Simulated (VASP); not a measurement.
# SnB17N18 (a cell with a defect) in VASP: further runs, part 2 of 2

VASP 6.6.1. Earlier steps stand in the parts before.

**3. Single point, PBE**

The input, INCAR:

```
SYSTEM = SnB17N18
PREC     = Accurate       ! precision mode
ENCUT    = 520            ! plane-wave cutoff, eV
EDIFF    = 1E-6           ! SCF threshold, eV
ISMEAR   = 0              ! smearing method
SIGMA    = 0.01           ! smearing width, eV
LREAL    = Auto         
LASPH    = .TRUE.         ! aspherical terms in the spheres
NELM     = 100            ! most SCF steps
ALGO     = Normal         ! electronic algorithm
ISIF     = 2              ! what is computed and relaxed
LWAVE    = .FALSE.        ! write WAVECAR
LCHARG   = .TRUE.         ! write CHGCAR
GGA      = PE             ! functional
LELF     = .TRUE.         ! ELF
LVHAR    = .TRUE.       
NBANDS   = 102            ! bands
NELECT   = 154.0
```

The input, KPOINTS:

```
Automatic mesh
0
Gamma
  1 1 1
  0.25 0.25 0.25
```

The input, POSCAR:

```
SnB17N18
1.0
    7.4650312844      0.0000000000      0.0000000000
   -3.7325156422      6.4649067324      0.0000000000
    0.0000000000      0.0000000000      6.4954828762
B N Sn
17 18 1
Direct
    0.1051940209      0.2094745359      0.2430496898
    0.2230746396      0.1188361377      0.7965516350
    0.1068206370      0.5439394829      0.2421259798
    0.2221504064      0.4594983706      0.7647012223
    0.1062166061      0.8754868906      0.2484708681
    0.2292906243      0.7909791101      0.8079768941
    0.4360232057      0.2028392780      0.2358530929
    0.5626965926      0.1187175073      0.7996075319
    0.4360488038      0.5464022935      0.2326888792
    0.4387131372      0.8753259689      0.2481971267
    0.5589083098      0.7945232149      0.7439786327
    0.7737084354      0.2095009590      0.2433505652
    0.8942925283      0.1216618050      0.7572304958
    0.7800690853      0.5467100762      0.2319109605
    0.9053037063      0.4596494133      0.7671389558
    0.7733385674      0.8771291534      0.2374477976
    0.9026704203      0.7949033845      0.7455539537
    0.1175672461      0.2342928682      0.7631177245
    0.2164747739      0.0987151691      0.2495298210
    0.1190397607      0.5683823590      0.8187301419
    0.2167989033      0.4322327617      0.2392964575
    0.1159378406      0.9001634729      0.8031390948
    0.2170065947      0.7656922013      0.2560820496
    0.4432267756      0.2197783779      0.8145557584
    0.5505568558      0.0985642510      0.2493308232
    0.4266869234      0.5842411514      0.6921526362
    0.5505051367      0.4322263053      0.2516056698
    0.4524545016      0.8999247299      0.8027242316
    0.5503523552      0.7657451630      0.2355561213
    0.7843212591      0.2342810392      0.7668911030
    0.8836084248      0.0988995969      0.2444021179
    0.8261824975      0.5848763574      0.6970725123
    0.8837843097      0.4321738942      0.2390059330
    0.7833253344      0.8991406138      0.7379797645
    0.8839729974      0.7659888178      0.2353276354
    0.5476470607      0.4253834978      0.5902226189
```

Potentials or basis: VASP PAW PBE potentials, release 64 (B, N, Sn_d).

On the command line:

```console
cat potpaw_PBE.64/B/POTCAR potpaw_PBE.64/N/POTCAR potpaw_PBE.64/Sn_d/POTCAR > POTCAR
mpirun -np 1 vasp_std > vasp.out
```

Run time: 12 min. Hardware: 1 thread of Intel Xeon 8259CL, shared host; peak memory 0.45 GiB.

The run converged. Its results:

| Item | Value |
| --- | --- |
| Free energy | -310.7826 eV |
| Largest force | 0.265 eV/Å |

Forces in eV/Å, atoms in the order of the input:
```
B   -0.189  0.123  0.012
B    0.012 -0.156  0.084
B   -0.215  0.108  0.020
B    0.205 -0.090 -0.116
B   -0.175  0.121 -0.032
B    0.120 -0.093  0.028
B   -0.131  0.065 -0.011
B    0.106 -0.118 -0.059
B   -0.186  0.113 -0.038
B   -0.183  0.111  0.010
B    0.156 -0.167 -0.081
B   -0.169  0.101 -0.032
B    0.090 -0.086  0.015
B   -0.136  0.089  0.006
B    0.127 -0.104  0.043
B   -0.206  0.116  0.013
B    0.153 -0.024  0.002
N   -0.063  0.038  0.021
N    0.173 -0.114  0.002
N   -0.230  0.126 -0.040
N    0.197 -0.132 -0.016
N   -0.171  0.123 -0.010
N    0.200 -0.129  0.009
N    0.059  0.160 -0.073
N    0.149 -0.092  0.011
N   -0.141  0.134  0.109
N    0.104 -0.082  0.019
N   -0.167  0.144  0.069
N    0.191 -0.099 -0.023
N   -0.091  0.106 -0.009
N    0.187 -0.113 -0.011
N   -0.141 -0.074 -0.068
N    0.202 -0.080  0.020
N   -0.076  0.073  0.038
N    0.173 -0.122  0.005
Sn   0.068  0.024  0.086
```

Levels at points of the mesh, in eV from the Fermi level:
```csv
k point,band 73,band 74,band 75,band 76,band 77,band 78,band 79,band 80,band 81,band 82
"(0.25, 0.25, 0.25)",-0.98,-0.59,-0.38,-0.24,-0.06,2.71,4.02,4.33,4.68,5.10
```

Caveat: the cell carries a net charge on a neutralising background, which shifts energy and pressure; the cell is charged against a uniform background, so pressure and absolute levels hang on convention; spin-orbit coupling is left out, which moves the levels of the heavy elements.

**4. Single point, PBE, collinear spin**

The input, INCAR:

```
PREC = Accurate
ENCUT = 520
EDIFF = 1E-7
ISMEAR = 0
SIGMA = 0.01
LREAL = Auto
LASPH = T
NELM = 150
ALGO = Normal
ISIF = 2
LWAVE = F
LCHARG = F
ISPIN = 2
MAGMOM = 0 0 0 0 0 0 0 0 0 0 0 0 0 0 0 0 0 0 0 0 0 0.01 0.01 0.03 0.01 0.03 0.04 0 0 0.01 0 0.1 0.05 0 0.04 0.1
LORBIT = 11
NUPDOWN = 1.0
GGA = PE
NBANDS = 106
```

KPOINTS is that of step 3.

The input, POSCAR:

```
SnB17N18
1.0
    7.4650312809      0.0000000000      0.0000000000
   -3.7325156404      6.4649067293      0.0000000000
    0.0000000000      0.0000000000      6.4954828800
B N Sn
17 18 1
Direct
    0.0871585075      0.2110675221      0.2525259728
    0.2418353406      0.1190855321      0.7346807500
    0.0868497356      0.5439908721      0.2474402179
    0.2414013873      0.4584360717      0.7363831786
    0.0869304607      0.8779429950      0.2449598410
    0.2408990235      0.7887179427      0.7900351313
    0.4192079694      0.2093566340      0.2245085442
    0.5718637393      0.1172910691      0.7675346964
    0.4193236348      0.5447312626      0.2276485191
    0.4205717494      0.8776390698      0.2408619297
    0.5718376576      0.7908724847      0.7703567709
    0.7548321115      0.2115601631      0.2410985087
    0.9104965124      0.1233268871      0.7669362472
    0.7610657628      0.5482921464      0.1458108922
    0.9138374340      0.4562860812      0.8256872021
    0.7550035506      0.8784775838      0.2413223047
    0.9141589669      0.7942139426      0.8264069012
    0.1315711030      0.2334847662      0.7354125601
    0.1982023467      0.1007233113      0.2450974950
    0.1305305860      0.5655259007      0.7834250766
    0.1984338209      0.4338260739      0.2503366598
    0.1310738654      0.9014256196      0.7871029683
    0.1981983924      0.7671297232      0.2481935111
    0.4570544087      0.2079897690      0.6971882336
    0.5314941449      0.1003528377      0.2319420138
    0.4581764811      0.5826717124      0.7060651651
    0.5308247657      0.4333295258      0.2095590870
    0.4623071245      0.8988944482      0.7979022578
    0.5315956334      0.7669632169      0.2351941496
    0.7978970115      0.2347299982      0.7864108294
    0.8646080796      0.1005445089      0.2605938926
    0.8155775693      0.5758855996      0.8976242363
    0.8649607362      0.4330857845      0.2313621753
    0.7979809580      0.8987071338      0.7862436131
    0.8651021563      0.7681542487      0.2315938054
    0.6481660374      0.4929659635      0.5780390017
```

On the command line:

```console
cat potpaw_PBE.64/B/POTCAR potpaw_PBE.64/N/POTCAR potpaw_PBE.64/Sn_d/POTCAR > POTCAR
mpirun -np 1 vasp_std > vasp.out
```

Run time: 28 min. Hardware: 1 thread of Intel Xeon 8259CL, shared host; peak memory 0.65 GiB.

It converged, with:

| Property | Result |
| --- | --- |
| Free energy | -305.8657 eV |
| Pressure | 10.2 GPa |
| Largest force | 0.257 eV/Å |
| Net moment | 1.00 μB per cell |
| Site moments | B -0.00, +0.00, +0.01 (each value once); N +0.00, +0.01, +0.04, +0.05, +0.10, +0.06 (each value once); Sn +0.33 μB |
| Valence electrons inside the program's atomic spheres | B 2.20, 2.18, 2.19, 2.22, 2.21, 2.15, 2.00 (each value once); N 4.01, 4.04, 3.98, 4.07, 4.00, 3.92 (each value once); Sn 12.39 |

Forces on the atoms (eV/Å):
```
B   -0.182  0.135  0.013
B    0.065 -0.030 -0.014
B   -0.198  0.100 -0.013
B    0.220 -0.010 -0.094
B   -0.133  0.113  0.021
B    0.158 -0.074  0.005
B   -0.151  0.066  0.020
B    0.122 -0.091  0.022
B   -0.180  0.085 -0.026
B   -0.175  0.133 -0.014
B    0.195 -0.151 -0.034
B   -0.189  0.120 -0.068
B    0.098 -0.066  0.036
B   -0.089  0.028 -0.027
B    0.109 -0.011 -0.032
B   -0.184  0.128  0.016
B    0.072 -0.006  0.031
N   -0.096  0.015  0.039
N    0.194 -0.103  0.051
N   -0.199  0.067  0.085
N    0.197 -0.129 -0.047
N   -0.092  0.022 -0.098
N    0.142 -0.107  0.013
N   -0.028  0.094  0.064
N    0.145 -0.095  0.019
N   -0.154  0.077  0.041
N    0.128 -0.034 -0.027
N   -0.212  0.093 -0.061
N    0.164 -0.094 -0.036
N   -0.113  0.080  0.023
N    0.201 -0.154 -0.046
N   -0.040 -0.083  0.001
N    0.142 -0.089  0.080
N   -0.079  0.108  0.040
N    0.120 -0.096 -0.016
Sn   0.022 -0.044  0.031
```

Stress tensor (GPa, compression positive):
```
12.36 -1.33  0.81
-1.33 13.21  0.40
 0.81  0.40  5.03
```

Caveat: the k points lie up to 0.49 Å⁻¹ apart; spin-orbit coupling is left out, which moves the levels of the heavy elements; the total moment is fixed, so each spin has its own Fermi level and the state may be an excited one.

**5. Single point, PBE, collinear spin**

The input, INCAR:

```
ALGO = Normal
EDIFF = 1E-6
ENCUT = 520
GGA = PE
ISIF = 2
ISMEAR = 0
ISPIN = 2
LASPH = True
LCHARG = False
LORBIT = 11
LREAL = Auto
LWAVE = False
MAGMOM = 0 0 0 0 0 0 0 0 0 0 0 0 0 0 0 0 0 0 0 0 0 0.01 0.01 0.03 0.01 0.03 0.04 0 0 0.01 0 0.1 0.05 0 0.04 0.1
NBANDS = 106
NELM = 150
NUPDOWN = 1.0
PREC = Accurate
SIGMA = 0.01
```

KPOINTS is that of step 4.

POSCAR, as its differences from that of step 4:

```diff
@@ -2,5 +2,5 @@
 1.0
-    7.4650312809      0.0000000000      0.0000000000
-   -3.7325156404      6.4649067293      0.0000000000
-    0.0000000000      0.0000000000      6.4954828800
+    7.4650312844      0.0000000000      0.0000000000
+   -3.7325156422      6.4649067324      0.0000000000
+    0.0000000000      0.0000000000      6.4954828762
 B N Sn
```

On the command line:

```console
cat potpaw_PBE.64/B/POTCAR potpaw_PBE.64/N/POTCAR potpaw_PBE.64/Sn_d/POTCAR > POTCAR
mpirun -np 1 vasp_std > vasp.out
```

It took 27 min on 1 thread of Intel Xeon 8259CL, shared host; peak memory 0.65 GiB.

The run converged. Its results:

```yaml
Free_energy: -305.8657 eV
Pressure: 10.2 GPa
Largest_force: 0.257 eV/Å
Net_moment: 1.00 μB per cell
Site_moments: B -0.00, +0.00, +0.01 (each value once); N +0.00, +0.01, +0.04, +0.05, +0.10, +0.06 (each value once); Sn +0.33 μB
Valence_electrons_inside_the_program's_atomic_spheres: B 2.20, 2.18, 2.19, 2.22, 2.21, 2.15, 2.00 (each value once); N 4.01, 4.04, 3.98, 4.07, 4.00, 3.92 (each value once); Sn 12.39
```

Forces in eV/Å, atoms in the order of the input:
```
B   -0.182  0.135  0.013
B    0.065 -0.030 -0.014
B   -0.198  0.100 -0.013
B    0.220 -0.010 -0.094
B   -0.133  0.113  0.021
B    0.158 -0.074  0.005
B   -0.151  0.066  0.020
B    0.122 -0.091  0.022
B   -0.180  0.086 -0.026
B   -0.175  0.133 -0.014
B    0.195 -0.151 -0.034
B   -0.189  0.120 -0.068
B    0.098 -0.066  0.036
B   -0.089  0.028 -0.027
B    0.109 -0.011 -0.032
B   -0.184  0.128  0.016
B    0.072 -0.006  0.031
N   -0.096  0.015  0.039
N    0.194 -0.103  0.051
N   -0.199  0.067  0.085
N    0.197 -0.129 -0.047
N   -0.092  0.022 -0.098
N    0.142 -0.107  0.013
N   -0.028  0.094  0.064
N    0.145 -0.095  0.019
N   -0.154  0.077  0.041
N    0.128 -0.034 -0.027
N   -0.212  0.093 -0.061
N    0.164 -0.094 -0.036
N   -0.113  0.080  0.023
N    0.201 -0.154 -0.046
N   -0.040 -0.083  0.001
N    0.142 -0.089  0.080
N   -0.079  0.108  0.040
N    0.120 -0.096 -0.016
Sn   0.022 -0.044  0.031
```

Stress tensor (GPa, compression positive):
```
12.36 -1.33  0.81
-1.33 13.21  0.40
 0.81  0.40  5.03
```

Caveat: the k points lie up to 0.49 Å⁻¹ apart; spin-orbit coupling is left out, which moves the levels of the heavy elements; the total moment is fixed, so each spin has its own Fermi level and the state may be an excited one.
